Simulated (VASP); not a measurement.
# NiO (F-43m) in VASP: single point with PBE+U

Aim: the single point of NiO with PBE+U.

Program: VASP 6.6.1. These are calculated values, not measurements. Logs are shortened: lines on timing, memory, paths and dates and some standing lists are left out, and cuts for length are marked.

### Step 1. The cell of the first run

It takes space group F-43m (No. 216, cubic). The conventional cell has a = 4.649 Å, b = 4.649 Å, c = 4.649 Å, α = 90.00°, β = 90.00°, γ = 90.00°. Within 2.7 Å of Ni (site symmetry -43m) lie 4 O at 2.01 Å. Within 2.7 Å of O (site symmetry -43m) lie 4 Ni at 2.01 Å.

### Step 2. Single point, PBE+U

INCAR

```
PREC = Accurate ; ENCUT = 700
EDIFF = 1E-6 ; ISMEAR = 0
SIGMA = 0.05 ; LREAL = False
LASPH = True ; NELM = 200
ALGO = Normal ; ISIF = 2
LWAVE = False ; LCHARG = True
LMAXMIX = 4 ; LDAU = True
LDAUTYPE = 2 ; LDAUL = 2 -1
LDAUU = 6.2 0 ; LDAUJ = 0 0
LDAUPRINT = 1 ; GGA = PE
LELF = True ; LVHAR = True
NBANDS = 19 ; GGA_COMPAT = False
```

KPOINTS

```
regular mesh
0
Gamma
  10 10 10
```

POSCAR

```
NiO
1.0
    0.0000000000      2.3247345634      2.3247345634
    2.3247345634      0.0000000000      2.3247345634
    2.3247345634      2.3247345634      0.0000000000
Ni O
1 1
Direct
    0.0000000000      0.0000000000      0.0000000000
    0.2500000000      0.2500000000      0.2500000000
```

Potentials or basis: VASP PAW PBE potentials, release 64 (Ni_sv_GW, O).

Command:

```bash
> cat potpaw_PBE.64/Ni_sv_GW/POTCAR potpaw_PBE.64/O/POTCAR > POTCAR
> mpirun -np 1 vasp_std > vasp.out
```

OUTCAR:

```text
PREC = Accurate
   ENCUT = 700
   EDIFF = 1E-6
   ISMEAR = 0
   LREAL = False
   LASPH = True
   NELM = 200
   ISIF = 2
   GGA = PE

 ion  position               nearest neighbor table
   1  0.000  0.000  0.000-   2 2.01   2 2.01   2 2.01   2 2.01
   2  0.250  0.250  0.250-   1 2.01   1 2.01   1 2.01   1 2.01

  LATTYP: Found a face centered cubic cell.
 ALAT       =     4.6494691268

  Lattice vectors:

 A1 = (   0.0000000000,   2.3247345634,   2.3247345634)
 A2 = (   2.3247345634,   0.0000000000,   2.3247345634)
 A3 = (   2.3247345634,   2.3247345634,   0.0000000000)

Analysis of symmetry for initial positions (statically):
=====================================================================
 Subroutine PRICEL returns:
 Original cell was already a primitive cell.

 Routine SETGRP: Setting up the symmetry group for a
 face centered cubic supercell.

 Subroutine GETGRP returns: Found 24 space group operations
 (whereof 24 operations were pure point group operations)
 out of a pool of 48 trial point group operations.

The static configuration has the point symmetry T_d .

Analysis of symmetry for dynamics (positions and initial velocities):
=====================================================================
 Subroutine PRICEL returns:
 Original cell was already a primitive cell.

 Routine SETGRP: Setting up the symmetry group for a
 face centered cubic supercell.

 Subroutine GETGRP returns: Found 24 space group operations
 (whereof 24 operations were pure point group operations)
 out of a pool of 48 trial point group operations.

The dynamic configuration has the point symmetry T_d .

 Subroutine INISYM returns: Found 24 space group operations
 (whereof 24 operations are pure point group operations),
 and found     1 'primitive' translations

----------------------------------------------------------------------------------------

                                     Primitive cell

  volume of cell :      25.1275

  direct lattice vectors                    reciprocal lattice vectors
     0.000000000  2.324734563  2.324734563    -0.215078318  0.215078318  0.215078318
     2.324734563  0.000000000  2.324734563     0.215078318 -0.215078318  0.215078318
     2.324734563  2.324734563  0.000000000     0.215078318  0.215078318 -0.215078318

  length of vectors
     3.287671148  3.287671148  3.287671148     0.372526575  0.372526575  0.372526575

  position of ions in fractional coordinates (direct lattice)
     0.000000000  0.000000000  0.000000000
     0.250000000  0.250000000  0.250000000

  ion indices of the primitive-cell ions
   primitive index   ion index
                 1           1
                 2           2

----------------------------------------------------------------------------------------

 KPOINTS: regular mesh

Automatic generation of k-mesh.
 Grid dimensions read from file:
 generate k-points for:   10   10   10

 Generating k-lattice:

  Cartesian coordinates                     Fractional coordinates (reciprocal lattice)
    -0.021507832  0.021507832  0.021507832     0.100000000  0.000000000  0.000000000
     0.021507832 -0.021507832  0.021507832     0.000000000  0.100000000  0.000000000
     0.021507832  0.021507832 -0.021507832     0.000000000  0.000000000  0.100000000

  Length of vectors
     0.037252657  0.037252657  0.037252657

  Shift w.r.t. Gamma in fractional coordinates (k-lattice)
     0.000000000  0.000000000  0.000000000

 Subroutine IBZKPT returns following result:
 ===========================================

 Found     47 irreducible k-points:

 Following reciprocal coordinates:
            Coordinates               Weight
  0.000000  0.000000  0.000000      1.000000
  0.100000  0.000000  0.000000      8.000000
  0.200000  0.000000  0.000000      8.000000
  0.300000  0.000000  0.000000      8.000000
  0.400000  0.000000  0.000000      8.000000
  0.500000  0.000000  0.000000      4.000000
[... 16 lines left out ...]
  0.300000  0.300000  0.000000      6.000000
  0.400000  0.300000  0.000000     24.000000
 [... further k-points ...]
   k-points           NKPTS =     47   k-points in BZ     NKDIM =     47   number of bands    NBANDS=     19
   number of dos      NEDOS =    301   number of ions     NIONS =      2
   total plane-waves  NPLWV =  21952
   dimension x,y,z NGX =    28 NGY =   28 NGZ =   28
   dimension x,y,z NGXF=    56 NGYF=   56 NGZF=   56
   ions per type =               1   1
   NGX,Y,Z   is equivalent  to a cutoff of  14.16, 14.16, 14.16 a.u.
   NGXF,Y,Z  is equivalent  to a cutoff of  28.32, 28.32, 28.32 a.u.
 SYSTEM =  unknown system
   PREC   = accura    normal or accurate (medium, high low for compatibility)
   ISTART =      0    job   : 0-new  1-cont  2-samecut
   ICHARG =      2    charge: 1-file 2-atom 10-const
   ISPIN  =      1    spin polarized calculation?
   LNONCOLLINEAR =      F non collinear calculations
   LSORBIT =      F    spin-orbit coupling
   LASPH  =      T    aspherical Exc in radial PAW
   ENCUT  =  700.0 eV  51.45 Ry    7.17 a.u.   7.09  7.09  7.09*2*pi/ulx,y,z
   NELM   =    200;   NELMIN=  2; NELMDL= -5     # of ELM steps
   EDIFF  = 0.1E-05   stopping-criterion for ELM
   LREAL  =      F    real-space projection
   EDIFFG = 0.1E-04   stopping-criterion for IOM
   NSW    =      0    number of steps for IOM
   IBRION =     -1    ionic relax: 0-MD 1-quasi-New 2-CG
   NFREE  =      0    steps in history (QN), initial steepest desc. (CG)
   ISIF   =      2    stress and relaxation
   ISYM   =      2    0-nonsym 1-usesym 2-fastsym
   POTIM  = 0.5000    time-step for ionic-motion
   TEBEG  =    0.0;   TEEND  =   0.0 temperature during run
   PSTRESS=    0.0 pullay stress
   NELECT =      24.0000    total number of electrons
   NUPDOWN=      -1.0000    fix difference up-down
   EMIN   =  10.00;   EMAX   =-10.00  energy-range for DOS
   EFERMI =   0.00;   METHOD = LEGACY
   ISMEAR =     0;   SIGMA  =   0.05  broadening in eV -4-tet -1-fermi 0-gaus
   EFERMI_NEDOS =   21; number of points for ismear=-14 and -15
   IALGO  =     38    algorithm
   IMIX   =      4    mixing-type and parameters
     AMIX     =   0.40;   BMIX     =  1.00
     AMIX_MAG =   1.60;   BMIX_MAG =  1.00
  volume/ion in A,a.u.               =      12.56        84.78
  Fermi-wavevector in a.u.,A,eV,Ry     =   1.612236  3.046684 35.365678  2.599304
  Thomas-Fermi vector in A             =   2.707498
   LORBIT       =      0    0 simple, 1 ext, 2 COOP (PROOUT), +10 PAW based schemes
 LDA+U is selected, type is set to LDAUTYPE =  2
   angular momentum for each species LDAUL =     2   -1
   U (eV)           for each species LDAUU =   6.2  0.0
   J (eV)           for each species LDAUJ =   0.0  0.0
   GGA     = PE    functional components
   LHFCALC =     F    Hartree Fock is set to
   AEXX    =    0.0000 exact exchange contribution
   IVDW    =     0    specifies the selected vdW correction
   LEPSILON=     F    determine dielectric tensor
   LRPA    =     F    only Hartree local field effects (RPA)
 non-spin polarized calculation
 Gauss-broadening in eV      SIGMA  =   0.05
  energy-cutoff  :      700.00
  volume of cell :       25.13
 maximum number of plane-waves:      1073
   NGX = 15   NGY = 15   NGZ = 15

atom =   1  type =  1  l = 2

 onsite density matrix

spin component  1

  0.7136  0.0000 -0.0000  0.0000  0.0000
  0.0000  0.7136 -0.0000  0.0000  0.0000
 -0.0000 -0.0000  0.9123  0.0000  0.0000
  0.0000  0.0000  0.0000  0.7136  0.0000
  0.0000  0.0000  0.0000  0.0000  0.9123

spin component  2

  0.7136  0.0000 -0.0000  0.0000  0.0000
  0.0000  0.7136 -0.0000  0.0000  0.0000
 -0.0000 -0.0000  0.9123  0.0000  0.0000
  0.0000  0.0000  0.0000  0.7136  0.0000
  0.0000  0.0000  0.0000  0.0000  0.9123

 occupancies and eigenvectors

  o =  0.7136  v =  1.0000  0.0000  0.0000  0.0000  0.0000  0.0000  0.0000  0.0000  0.0000  0.0000      0.0000  0.0000  0.0000  0.0000  0.0000  0.0000  0.0000  0.0000  0.0000  0.0000
  o =  0.7136  v =  0.0000  0.0000  0.0000  0.0000  0.0000  1.0000  0.0000  0.0000  0.0000  0.0000      0.0000  0.0000  0.0000  0.0000  0.0000  0.0000  0.0000  0.0000  0.0000  0.0000
  o =  0.7136  v =  0.0000  0.1806 -0.0000 -0.9836 -0.0000  0.0000  0.0000  0.0000  0.0000  0.0000      0.0000  0.0000  0.0000  0.0000  0.0000  0.0000  0.0000  0.0000  0.0000  0.0000
  o =  0.7136  v =  0.0000 -0.9836  0.0000 -0.1806  0.0000  0.0000  0.0000  0.0000  0.0000  0.0000      0.0000  0.0000  0.0000  0.0000  0.0000  0.0000  0.0000  0.0000  0.0000  0.0000
  o =  0.7136  v =  0.0000  0.0000  0.0000  0.0000  0.0000  0.0000 -0.9836  0.0000 -0.1806  0.0000      0.0000  0.0000  0.0000  0.0000  0.0000  0.0000  0.0000  0.0000  0.0000  0.0000
  o =  0.7136  v =  0.0000  0.0000  0.0000  0.0000  0.0000  0.0000  0.1806 -0.0000 -0.9836 -0.0000      0.0000  0.0000  0.0000  0.0000  0.0000  0.0000  0.0000  0.0000  0.0000  0.0000
  o =  0.9123  v =  0.0000  0.0000  0.0000  0.0000  0.0000  0.0000 -0.0000 -0.9999  0.0000  0.0114      0.0000  0.0000  0.0000  0.0000  0.0000  0.0000  0.0000  0.0000  0.0000  0.0000
  o =  0.9123  v =  0.0000 -0.0000 -0.9999  0.0000  0.0114  0.0000  0.0000  0.0000  0.0000  0.0000      0.0000  0.0000  0.0000  0.0000  0.0000  0.0000  0.0000  0.0000  0.0000  0.0000
  o =  0.9123  v =  0.0000  0.0000  0.0114 -0.0000  0.9999  0.0000  0.0000  0.0000  0.0000  0.0000      0.0000  0.0000  0.0000  0.0000  0.0000  0.0000  0.0000  0.0000  0.0000  0.0000
  o =  0.9123  v =  0.0000  0.0000  0.0000  0.0000  0.0000  0.0000  0.0000  0.0114 -0.0000  0.9999      0.0000  0.0000  0.0000  0.0000  0.0000  0.0000  0.0000  0.0000  0.0000  0.0000

 number of electron      23.9999995 magnetization

 Free energy of the ion-electron system (eV)
  ---------------------------------------------------
  ext. energy  EPLUGINS =         0.00000000
  ---------------------------------------------------
  free energy    TOTEN  =        -7.25638789 eV

  energy without entropy =       -7.25134236  energy(sigma->0) =       -7.25386513

 E-fermi :   3.1926     XC(G=0): -10.8371

 val. band max:        3.1853414356   @ k =   0.5000   0.2000   0.0000
 cond. band min:       3.2076065237   @ k =   0.4000   0.2000   0.1000
 fundamental gap:      0.0222650881
 Fermi energy:         3.1925645559

 k-point     1 :       0.0000    0.0000    0.0000
  band No.  band energies     occupation
      1     -98.4368      2.00000
      2     -58.8757      2.00000
      3     -58.8757      2.00000
      4     -58.8757      2.00000
      5     -15.6013      2.00000
      6      -1.4674      2.00000
[... 11 lines left out ...]
     18      23.4882      0.00000
     19      23.5352      0.00000

 k-point     2 :       0.1000    0.0000    0.0000
  band No.  band energies     occupation
      1     -98.4364      2.00000
      2     -58.8762      2.00000
      3     -58.8757      2.00000
      4     -58.8757      2.00000
      5     -15.5554      2.00000
      6      -1.6192      2.00000
[... 11 lines left out ...]
     18      22.3649      0.00000
     19      22.7303      0.00000

 k-point     3 :       0.2000    0.0000    0.0000
  band No.  band energies     occupation
      1     -98.4364      2.00000
      2     -58.8786      2.00000
      3     -58.8760      2.00000
      4     -58.8760      2.00000
      5     -15.4338      2.00000
      6      -1.9425      2.00000
[... 11 lines left out ...]
     18      21.4958      0.00000
     19      22.1651      0.00000

 k-point     4 :       0.3000    0.0000    0.0000
  band No.  band energies     occupation
      1     -98.4364      2.00000
      2     -58.8816      2.00000
      3     -58.8765      2.00000
      4     -58.8765      2.00000
      5     -15.2803      2.00000
      6      -2.2332      2.00000
[... 11 lines left out ...]
     18      20.9447      0.00000
     19      22.5005      0.00000

 k-point     5 :       0.4000    0.0000    0.0000
  band No.  band energies     occupation
      1     -98.4363      2.00000
      2     -58.8836      2.00000
      3     -58.8769      2.00000
      4     -58.8769      2.00000
      5     -15.1536      2.00000
      6      -2.3993      2.00000
[... 11 lines left out ...]
     18      20.6698      0.00000
     19      23.3846      0.00000
[... 334 lines left out ...]
      2     -58.8825      2.00000
      3     -58.8791      2.00000
      4     -58.8771      2.00000
      5     -15.1119      2.00000
      6      -2.1601      2.00000
[... 11 lines left out ...]
     18      21.8967      0.00000
     19      22.3422      0.00000

 k-point    22 :      -0.2000    0.2000    0.0000
  band No.  band energies     occupation
      1     -98.4364      2.00000
      2     -58.8811      2.00000
      3     -58.8782      2.00000
      4     -58.8765      2.00000
      5     -15.2297      2.00000
      6      -2.1682      2.00000
[... 11 lines left out ...]
     18      21.0437      0.00000
     19      22.2592      0.00000

 k-point    23 :       0.3000    0.3000    0.0000
  band No.  band energies     occupation
      1     -98.4362      2.00000
      2     -58.8814      2.00000
      3     -58.8778      2.00000
      4     -58.8778      2.00000
      5     -15.1798      2.00000
      6      -2.4724      2.00000
[... 11 lines left out ...]
     18      17.1562      0.00000
     19      25.5623      0.00000

 k-point    24 :       0.4000    0.3000    0.0000
  band No.  band energies     occupation
      1     -98.4362      2.00000
      2     -58.8827      2.00000
      3     -58.8785      2.00000
      4     -58.8782      2.00000
      5     -15.0825      2.00000
      6      -2.5400      2.00000
[... 11 lines left out ...]
     18      17.7395      0.00000
     19      25.3700      0.00000

 [... further k-points ...]
[... 5 lines left out ...]
  --------------------------------------------------------------------------------------
  -------------------------------------------------------------------------------------
  Total       -2.7025894     -2.7025894     -2.7025894      0.0000000      0.0000000     -0.0000000
  in kB     -172.3219265   -172.3219265   -172.3219265      0.0000000      0.0000000     -0.0000000
  external PRESSURE =    -172.3219265 kB  Pullay stress =       0.0000000 kB

 VOLUME and BASIS-vectors are now :
 -----------------------------------------------------------------------------
  energy-cutoff  :      700.00
  volume of cell :       25.13
      direct lattice vectors                 reciprocal lattice vectors
     0.000000000  2.324734563  2.324734563    -0.215078318  0.215078318  0.215078318
     2.324734563  0.000000000  2.324734563     0.215078318 -0.215078318  0.215078318
     2.324734563  2.324734563  0.000000000     0.215078318  0.215078318 -0.215078318

 POSITION                                       TOTAL-FORCE (eV/Angst)
 -----------------------------------------------------------------------------------
      0.00000      0.00000      0.00000         0.000000      0.000000      0.000000
      1.16237      1.16237      1.16237        -0.000000     -0.000000     -0.000000
 -----------------------------------------------------------------------------------
    total drift:                               -0.000000     -0.000000     -0.000000

  FREE ENERGIE OF THE ION-ELECTRON SYSTEM (eV)
  ---------------------------------------------------
  free  energy   TOTEN  =        -7.2563878905 eV

  energy  without entropy=       -7.2513423612  energy(sigma->0) =       -7.25386513
```

Run time: 60 s. Hardware: 1 thread of AMD EPYC 7R43 (Zen 3), shared host; peak memory 0.15 GiB.

What came out:

| Item | Value |
| --- | --- |
| Free energy | -7.2564 eV |
| Pressure | -17.2 GPa |
| Band gap on the k mesh | zero (bands 12 and 13 overlap by 1.58 eV) |

Levels at points of the mesh, in eV from the Fermi level:
```csv
k point,band 9,band 10,band 11,band 12,band 13,band 14,band 15,band 16
"(0.00, 0.00, 0.00)",-2.42,-2.42,0.90,1.03,1.03,1.03,14.27,14.27
"(0.50, 0.00, 0.00)",-2.15,-2.15,-1.15,0.26,0.26,6.08,7.44,13.77
"(0.50, 0.50, 0.00)",-2.20,-1.71,-1.63,-0.55,-0.55,5.91,9.69,11.23
```

Eigenvalues of the final occupation matrices:
```
    site  spin  trace               eigenvalues
site 1 d     1   3.97  0.71 0.71 0.71 0.91 0.91
site 1 d     2   3.97  0.71 0.71 0.71 0.91 0.91
```

Caveat: the cell stands under tension; the run has no spin polarisation, though such a crystal can be magnetic; U without spin polarisation on a metal has little footing. Spin polarisation is off, so any magnetic state and its effect on volume and gap are missing.

The gap in the log of VASP goes by the Fermi energy; the results here count the filled bands.